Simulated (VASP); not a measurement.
# Bi2Se3 (Paraguanajuatite) (R-3m) in VASP: settings compared

Aim: see how the results for Bi2Se3 (Paraguanajuatite) move with the level of theory and the settings. Levels: PBEsol, PBE, LDA. Tasks: relaxation of cell and atoms, single point.

All numbers are computed with VASP 6.6.1; they aren't measurements. Logs are shortened: lines on timing, memory, paths and dates and some standing lists are left out, and cuts for length are marked.

## (1) The cell of the first run

The structure is trigonal, space group R-3m (No. 166). Conventional cell: a = 4.143 Å, b = 4.143 Å, c = 28.636 Å, α = 90.00°, β = 90.00°, γ = 120.00°. Bi (site symmetry 3m) has 6 Se at 2.85 to 3.07 Å within 3.8 Å. Se (site symmetry 3m) has 3 Bi at 2.85 Å and 3 Se at 3.52 Å within 3.8 Å. Within 4.0 Å of Se (site symmetry -3m) lie 6 Bi at 3.07 Å.

## (2) Relaxation of cell and atoms, PBEsol

File INCAR:

```
SYSTEM = Bi2Se3
  PREC = Accurate
  ENCUT = 600
  EDIFF = 1E-6
  ISMEAR = -1
  SIGMA = 0.05
  LREAL = .FALSE.
  LASPH = .TRUE.
  NELM = 60
  ALGO = Normal
  ISIF = 3
  LWAVE = .FALSE.
  LCHARG = .FALSE.
  GGA = PS
  IBRION = 2
  NSW = 60
  EDIFFG = -0.01
  LUSENCCL = .FALSE.
```

File KPOINTS:

```
Automatic mesh
0
G
  8 8 8
  0 0 0
```

File POSCAR:

```
Bi2Se3
1.0
    2.0715000000      1.1959810826      9.5453333333
   -2.0715000000      1.1959810826      9.5453333333
    0.0000000000     -2.3919621653      9.5453333333
Bi Se
2 3
Direct
    0.5992000000      0.5992000000      0.5992000000
    0.4008000000      0.4008000000      0.4008000000
    0.7883000000      0.7883000000      0.7883000000
    0.2117000000      0.2117000000      0.2117000000
    0.0000000000      0.0000000000      0.0000000000
```

Potentials or basis: VASP PAW PBE potentials, release 64 (Bi_d, Se).

Started as:

```console
$ cat potpaw_PBE.64/Bi_d/POTCAR potpaw_PBE.64/Se/POTCAR > POTCAR
$ mpirun -np 1 vasp_std > vasp.out
```

OUTCAR:

```text
SYSTEM = Bi2Se3
   PREC = Accurate
   ENCUT = 600
   EDIFF = 1E-6
   ISMEAR = -1
   LREAL = .FALSE.
   LASPH = .TRUE.
   NELM = 60
   ISIF = 3
   GGA = PS
   IBRION = 2
   NSW = 60
   EDIFFG = -0.01

 ion  position               nearest neighbor table
   1  0.599  0.599  0.599-   4 2.85   4 2.85   4 2.85   5 3.07   5 3.07   5 3.07
   2  0.401  0.401  0.401-   3 2.85   3 2.85   3 2.85   5 3.07   5 3.07   5 3.07
   3  0.788  0.788  0.788-   2 2.85   2 2.85   2 2.85
   4  0.212  0.212  0.212-   1 2.85   1 2.85   1 2.85
   5  0.000  0.000  0.000-   1 3.07   1 3.07   2 3.07   2 3.07   1 3.07   2 3.07

  LATTYP: Found a trigonal (rhomboedric) cell.
 ALAT       =     9.8404710987
 COS(alpha) =     0.9113725833

  Lattice vectors:

 A1 = (   2.0715000000,   1.1959810826,   9.5453333333)
 A2 = (  -2.0715000000,   1.1959810826,   9.5453333333)
 A3 = (   0.0000000000,  -2.3919621653,   9.5453333333)

Analysis of symmetry for initial positions (statically):
=====================================================================
 Subroutine PRICEL returns:
 Original cell was already a primitive cell.

 Routine SETGRP: Setting up the symmetry group for a
 trigonal (rhombohedral) supercell.

 Subroutine GETGRP returns: Found 12 space group operations
 (whereof 12 operations were pure point group operations)
 out of a pool of 12 trial point group operations.

The static configuration has the point symmetry D_3d.

Analysis of symmetry for dynamics (positions and initial velocities):
=====================================================================
 Subroutine PRICEL returns:
 Original cell was already a primitive cell.

 Routine SETGRP: Setting up the symmetry group for a
 trigonal (rhombohedral) supercell.

 Subroutine GETGRP returns: Found 12 space group operations
 (whereof 12 operations were pure point group operations)
 out of a pool of 12 trial point group operations.

The dynamic configuration has the point symmetry D_3d.

 Subroutine INISYM returns: Found 12 space group operations
 (whereof 12 operations are pure point group operations),
 and found     1 'primitive' translations

----------------------------------------------------------------------------------------

                                     Primitive cell

  volume of cell :     141.8899

  direct lattice vectors                    reciprocal lattice vectors
     2.071500000  1.195981083  9.545333333     0.241370987  0.139355604  0.034921078
    -2.071500000  1.195981083  9.545333333    -0.241370987  0.139355604  0.034921078
     0.000000000 -2.391962165  9.545333333     0.000000000 -0.278711209  0.034921078

  length of vectors
     9.840471099  9.840471099  9.840471099     0.280890405  0.280890405  0.280890405

  position of ions in fractional coordinates (direct lattice)
     0.599200000  0.599200000  0.599200000
     0.400800000  0.400800000  0.400800000
     0.788300000  0.788300000  0.788300000
     0.211700000  0.211700000  0.211700000
     0.000000000  0.000000000  0.000000000

  ion indices of the primitive-cell ions
   primitive index   ion index
                 1           1
                 2           2
                 3           3
                 4           4
                 5           5

----------------------------------------------------------------------------------------

 KPOINTS: Automatic mesh

Automatic generation of k-mesh.
 Grid dimensions read from file:
 generate k-points for:    8    8    8

 Generating k-lattice:

  Cartesian coordinates                     Fractional coordinates (reciprocal lattice)
     0.030171373  0.017419451  0.004365135     0.125000000  0.000000000  0.000000000
    -0.030171373  0.017419451  0.004365135     0.000000000  0.125000000  0.000000000
     0.000000000 -0.034838901  0.004365135     0.000000000  0.000000000  0.125000000

  Length of vectors
     0.035111301  0.035111301  0.035111301

  Shift w.r.t. Gamma in fractional coordinates (k-lattice)
     0.000000000  0.000000000  0.000000000

 Subroutine IBZKPT returns following result:
 ===========================================

 Found     65 irreducible k-points:

 Following reciprocal coordinates:
            Coordinates               Weight
  0.000000  0.000000  0.000000      1.000000
  0.125000  0.000000  0.000000      6.000000
  0.250000  0.000000  0.000000      6.000000
  0.375000  0.000000  0.000000      6.000000
  0.500000  0.000000  0.000000      3.000000
  0.125000  0.125000  0.000000      6.000000
[... 16 lines left out ...]
  0.250000  0.125000  0.125000      6.000000
  0.375000  0.125000  0.125000      6.000000
 [... further k-points ...]
   k-points           NKPTS =     65   k-points in BZ     NKDIM =     65   number of bands    NBANDS=     28
   number of dos      NEDOS =    301   number of ions     NIONS =      5
   total plane-waves  NPLWV = 512000
   dimension x,y,z NGX =    80 NGY =   80 NGZ =   80
   dimension x,y,z NGXF=   160 NGYF=  160 NGZF=  160
   ions per type =               2   3
   NGX,Y,Z   is equivalent  to a cutoff of  13.52, 13.52, 13.52 a.u.
   NGXF,Y,Z  is equivalent  to a cutoff of  27.03, 27.03, 27.03 a.u.
 SYSTEM =  Bi2Se3
   PREC   = accura    normal or accurate (medium, high low for compatibility)
   ISTART =      0    job   : 0-new  1-cont  2-samecut
   ICHARG =      2    charge: 1-file 2-atom 10-const
   ISPIN  =      1    spin polarized calculation?
   LNONCOLLINEAR =      F non collinear calculations
   LSORBIT =      F    spin-orbit coupling
   LASPH  =      T    aspherical Exc in radial PAW
   ENCUT  =  600.0 eV  44.10 Ry    6.64 a.u.  19.65 19.65 19.65*2*pi/ulx,y,z
   NELM   =     60;   NELMIN=  2; NELMDL= -5     # of ELM steps
   EDIFF  = 0.1E-05   stopping-criterion for ELM
   LREAL  =      F    real-space projection
   EDIFFG = -.1E-01   stopping-criterion for IOM
   NSW    =     60    number of steps for IOM
   IBRION =      2    ionic relax: 0-MD 1-quasi-New 2-CG
   NFREE  =      1    steps in history (QN), initial steepest desc. (CG)
   ISIF   =      3    stress and relaxation
   ISYM   =      2    0-nonsym 1-usesym 2-fastsym
   POTIM  = 0.5000    time-step for ionic-motion
   TEBEG  =    0.0;   TEEND  =   0.0 temperature during run
   PSTRESS=    0.0 pullay stress
   NELECT =      48.0000    total number of electrons
   NUPDOWN=      -1.0000    fix difference up-down
   EMIN   =  10.00;   EMAX   =-10.00  energy-range for DOS
   EFERMI =   0.00;   METHOD = LEGACY
   ISMEAR =    -1;   SIGMA  =   0.05  broadening in eV -4-tet -1-fermi 0-gaus
   EFERMI_NEDOS =   21; number of points for ismear=-14 and -15
   IALGO  =     38    algorithm
   IMIX   =      4    mixing-type and parameters
     AMIX     =   0.40;   BMIX     =  1.00
     AMIX_MAG =   1.60;   BMIX_MAG =  1.00
  volume/ion in A,a.u.               =      28.38       191.50
  Fermi-wavevector in a.u.,A,eV,Ry     =   1.140700  2.155610 17.703848  1.301196
  Thomas-Fermi vector in A             =   2.277401
   LORBIT       =      0    0 simple, 1 ext, 2 COOP (PROOUT), +10 PAW based schemes
   GGA     = PS    functional components
   LHFCALC =     F    Hartree Fock is set to
   AEXX    =    0.0000 exact exchange contribution
   IVDW    =     0    specifies the selected vdW correction
   LEPSILON=     F    determine dielectric tensor
   LRPA    =     F    only Hartree local field effects (RPA)
 conjugate gradient relaxation of ions
 non-spin polarized calculation
  energy-cutoff  :      600.00
  volume of cell :      141.89
 maximum number of plane-waves:      4758
   NGX = 39   NGY = 39   NGZ = 39

--------------------------------------- Ionic step        1  -------------------------------------------

 number of electron      47.9999997 magnetization

 Free energy of the ion-electron system (eV)
  ---------------------------------------------------
  ext. energy  EPLUGINS =         0.00000000
  ---------------------------------------------------
  free energy    TOTEN  =       -22.04879384 eV

  energy without entropy =      -22.04847535  energy(sigma->0) =      -22.04863460

------------------------ aborting loop because EDIFF is reached ----------------------------------------

  FORCE on cell =-STRESS in cart. coord.  units (eV):
  Direction    XX          YY          ZZ          XY          YZ          ZX
  --------------------------------------------------------------------------------------
  -------------------------------------------------------------------------------------
  Total       -0.2226470     -0.2226470     -0.2039675      0.0000000      0.0000000      0.0000000
  in kB       -2.5140607     -2.5140607     -2.3031382      0.0000000      0.0000000      0.0000000
  external PRESSURE =      -2.4437532 kB  Pullay stress =       0.0000000 kB
[... 141 lines left out ...]
  energy  without entropy=      -22.0520642121  energy(sigma->0) =      -22.05222454

--------------------------------------- Ionic step        5  -------------------------------------------

 number of electron      48.0000004 magnetization

 Free energy of the ion-electron system (eV)
  ---------------------------------------------------
  ext. energy  EPLUGINS =         0.00000000
  ---------------------------------------------------
  free energy    TOTEN  =       -22.05256446 eV

  energy without entropy =      -22.05224205  energy(sigma->0) =      -22.05240326

 E-fermi :   4.9961     XC(G=0):  -9.7192

 val. band max:        4.9380811530   @ k =   0.0000   0.0000   0.0000
 cond. band min:       5.0487283829   @ k =   0.0000   0.0000   0.0000
 fundamental gap:      0.1106472299
 Fermi energy:         4.9960824748

 k-point     1 :       0.0000    0.0000    0.0000
  band No.  band energies     occupation
      1     -18.1205      2.00000
      2     -18.1205      2.00000
      3     -18.1184      2.00000
      4     -18.1184      2.00000
      5     -18.1102      2.00000
      6     -18.1074      2.00000
[... 733 lines left out ...]
     27       6.8787      0.00000
     28       7.7263      0.00000

 [... further k-points ...]
[... 5 lines left out ...]
  --------------------------------------------------------------------------------------
  -------------------------------------------------------------------------------------
  Total        0.0066136      0.0066136     -0.0082288      0.0000000      0.0000000      0.0000000
  in kB        0.0752575      0.0752575     -0.0936379      0.0000000      0.0000000      0.0000000
  external PRESSURE =       0.0189590 kB  Pullay stress =       0.0000000 kB
[... 20 lines left out ...]
  FREE ENERGIE OF THE ION-ELECTRON SYSTEM (eV)
  ---------------------------------------------------
  free  energy   TOTEN  =       -22.0525644626 eV

  energy  without entropy=      -22.0522420494  energy(sigma->0) =      -22.05240326

 reached required accuracy - stopping structural energy minimisation
```

Wall time 8.8 min (1 × NVIDIA H100 80GB with 1 thread of Intel Xeon Platinum 8481C at 2.70GHz (Sapphire Rapids), shared host); peak memory 1.8 GiB.

What came out:

```yaml
Free_energy: -22.0526 eV
Relaxed_volume: 28.16 Å³/atom
Relaxed_cell: a = 9.817 Å, b = 9.817 Å, c = 9.817 Å, α = 24.30°, β = 24.30°, γ = 24.30°
Space_group_after_relaxing_to_0.05_Å: R-3m (No. 166)
Energy_gained_by_relaxing: 0.8 meV/atom
Ionic_steps: 5
Pressure_after_relaxing: 0.0 GPa
Largest_force_after_relaxing: 0.007 eV/Å
Band_gap_on_the_k_mesh: 0.11 eV, direct
```

Forces on the atoms (eV/Å):
```
Bi   0.000  0.000 -0.007
Bi   0.000  0.000  0.007
Se   0.000  0.000  0.002
Se   0.000  0.000 -0.002
Se   0.000  0.000  0.000
```

The path:
```csv
step,energy change (eV),largest force (eV/Å),pressure (GPa),volume (Å³)
1,0.0000,0.1664,-0.24,141.89
2,-0.0031,0.0799,0.02,141.00
3,-0.0035,0.0437,0.18,140.53
4,-0.0036,0.0388,-0.12,141.00
5,-0.0038,0.0068,0.00,140.80
```

Final structure:
```cif
data_structure
_symmetry_space_group_name_H-M 'P 1'
_symmetry_Int_Tables_number 1
_cell_length_a 9.8168
_cell_length_b 9.8168
_cell_length_c 9.8168
_cell_angle_alpha 24.298
_cell_angle_beta 24.298
_cell_angle_gamma 24.298
_cell_volume 140.80
loop_
_atom_site_label
_atom_site_type_symbol
_atom_site_fract_x
_atom_site_fract_y
_atom_site_fract_z
_atom_site_occupancy
Bi1 Bi 0.59971 0.59971 0.59971 1
Bi2 Bi 0.40029 0.40029 0.40029 1
Se1 Se 0.78857 0.78857 0.78857 1
Se2 Se 0.21143 0.21143 0.21143 1
Se3 Se 0.00000 0.00000 0.00000 1
```

Levels at points of the mesh, in eV from the valence-band top:
```csv
k point,band 21,band 22,band 23,band 24,band 25,band 26,band 27,band 28
"(0.00, 0.00, 0.00)",-1.86,-1.24,-1.24,0.00,0.11,1.32,1.32,2.08
"(0.50, 0.00, 0.00)",-3.03,-2.25,-1.26,-0.58,0.75,1.82,2.92,3.08
"(0.50, 0.50, 0.00)",-1.96,-1.95,-1.71,-1.04,1.25,1.88,2.52,2.96
"(0.50, 0.50, 0.50)",-1.57,-1.44,-1.44,-0.53,0.61,1.63,1.63,1.99
```

Caveat: the PAW data sets were made with another functional, which shifts forces and pressure a little; spin-orbit coupling is left out, which moves the levels of the heavy elements.

## (3) Single point, PBE

File INCAR:

```
  ALGO = Normal
  EDIFF = 1E-6
  ENCUT = 520
  GGA = PE
  ISIF = 2
  ISMEAR = -1
  LASPH = True
  LCHARG = True
  LELF = True
  LREAL = False
  LVHAR = True
  LWAVE = False
  NBANDS = 32
  NELM = 80
  PREC = Accurate
  SIGMA = 0.03
```

File KPOINTS:

```
k-points
0
Gamma
  5 5 5
```

POSCAR is that of step 2.

Potentials or basis: VASP PAW PBE potentials, release 64 (Bi_d, Se).

Started as:

```console
$ cat potpaw_PBE.64/Bi_d/POTCAR potpaw_PBE.64/Se/POTCAR > POTCAR
$ mpirun -np 1 vasp_std > vasp.out
```

Wall time 9.7 min (1 thread of Intel Xeon Platinum 8375C at 2.90GHz (Ice Lake), shared host); peak memory 0.91 GiB.

The run converged. Its results:

| Item | Value |
| --- | --- |
| Free energy | -20.1631 eV |
| Pressure | 2.5 GPa |
| Largest force | 0.209 eV/Å |
| Band gap on the k mesh | 0.22 eV, direct |

Forces in eV/Å, atoms in the order of the input:
```
Bi   0.000  0.000  0.209
Bi   0.000  0.000 -0.209
Se   0.000  0.000  0.189
Se   0.000  0.000 -0.189
Se   0.000  0.000  0.000
```

Levels at points of the mesh, in eV from the valence-band top:
| k point | band 21 | band 22 | band 23 | band 24 | band 25 | band 26 | band 27 | band 28 |
| --- | --- | --- | --- | --- | --- | --- | --- | --- |
| (0.00, 0.00, 0.00) | -1.87 | -1.21 | -1.21 | 0.00 | 0.22 | 1.40 | 1.40 | 2.13 |

Caveat: spin-orbit coupling is left out, which moves the levels of the heavy elements. A k mesh can miss the band edges.

(Continued in part 2 of 2.)
